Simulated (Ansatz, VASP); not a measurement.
Ca: VASP beside Ansatz

```
CELL_PARAMETERS angstrom
3.19714 0.00000 0.00000
-1.59857 2.76880 0.00000
0.00000 0.00000 5.34565
ATOMIC_POSITIONS crystal
Ca 0.33333 0.66667 0.25000
Ca 0.66667 0.33333 0.75000
```

Alike in both runs: task single point; functional PBEsol; k mesh 11 × 11 × 6; occupations fermi-dirac, width 0.05 eV; no spin polarisation.

|  | VASP | Ansatz |
| --- | --- | --- |
| version | VASP 6.6.1 | Ansatz 0.2.0 |
| potentials or method | VASP PAW PBE potentials, release 64 (Ca_sv), cutoff 520 eV | all-electron PAW with datasets made for the crystal, scalar-relativistic |

|  | VASP | Ansatz | Ansatz less VASP |
| --- | --- | --- | --- |
| gap on the k mesh at the Fermi level (eV) | none | none | - |
| pressure (GPa) | 21.0 | 21.0 | -0.03 |
| traceless stress, the component that is largest in VASP (GPa) | 0.21 | 0.23 | +0.022 |

VASP's potentials were made for PBE, not for PBEsol. A gap of «none» marks a metal or a gap that the smearing closes. Ansatz ran all-electron here, and VASP with PAW potentials.
